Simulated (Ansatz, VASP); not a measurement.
Zr4Sb in VASP and in Ansatz

```
CELL_PARAMETERS angstrom
6.55115 0.00000 0.00000
0.00000 6.55115 0.00000
0.00000 0.00000 5.69567
ATOMIC_POSITIONS crystal
Zr 0.65219 0.84781 0.26979
Zr 0.84781 0.34781 0.26979
Zr 0.15219 0.34781 0.73021
Zr 0.84781 0.65219 0.73021
Zr 0.65219 0.15219 0.73021
Zr 0.34781 0.84781 0.73021
Zr 0.34781 0.15219 0.26979
Zr 0.15219 0.65219 0.26979
Sb 0.50000 0.50000 0.00000
Sb 0.00000 0.00000 0.00000
```

Change from the starting cell: species swapped into the PtPb4 type (P4/nbm, No. 125).

Alike in both runs: functional PBE; k mesh 6 × 6 × 6; occupations gaussian, width 0.1 eV; no spin polarisation.

Ansatz relaxed the structure, and its values are those at the end. VASP's run is a single point on that final structure, the one shown.

```csv
,VASP,Ansatz
version,VASP 6.6.1,Ansatz 0.2.0
potentials or method,"VASP PAW PBE potentials, release 64 (Zr_sv, Sb), cutoff 520 eV","scalar-relativistic, plane waves, PAW"
valence electrons in the cell,106,126
```

```csv
,VASP,Ansatz,Ansatz less VASP
gap on the k mesh at the Fermi level (eV),none,none,-
pressure (GPa),0.0,0.0,-0.02
rms of the force components (eV/Å),0.003,0.001,-0.0025
```

A gap of «none» marks a metal or a gap that the smearing closes. VASP's potentials hold 106 valence electrons a cell and Ansatz's 126, so a difference there can come from the potentials and not from the codes.

Neither program's run includes spin-orbit coupling.
